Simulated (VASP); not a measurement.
A run of VASP 6.6.1 is set up as follows.

The input INCAR:

```
  PREC = Accurate
  ENCUT = 520
  EDIFF = 1E-6
  ISMEAR = -1
  SIGMA = 0.05
  LREAL = False
  LASPH = True
  NELM = 150
  ALGO = Normal
  ISIF = 2
  LWAVE = False
  LCHARG = False
  ISPIN = 2
  MAGMOM = 0.5 -0.5
  LORBIT = 11
  LMAXMIX = 4
  NBANDS = 21
```

KPOINTS

```
regular mesh
0
Gamma
  18 18 18
```

The input POSCAR:

```
Pd
1.0
    0.0000000000      2.6034849940      2.6034849940
    2.6034849940      0.0000000000      2.6034849940
    2.6034849940      2.6034849940      0.0000000000
Pd
2
Direct
    0.0000000000      0.0000000000      0.0000000000
    0.5000000000      0.5000000000      0.5000000000
```

Potentials or basis: VASP PAW LDA potentials, release 64 (Pd).

Command:

```sh
$ cat potpaw_LDA.64/Pd/POTCAR > POTCAR
$ mpirun -np 1 vasp_std > vasp.out
```

(1) Estimate the pressure.

(2) Predict the band gap on the k mesh.

Answers

(1) -10.2 GPa.

(2) zero (filled and empty bands overlap).

Caveat: the cell stands under tension.
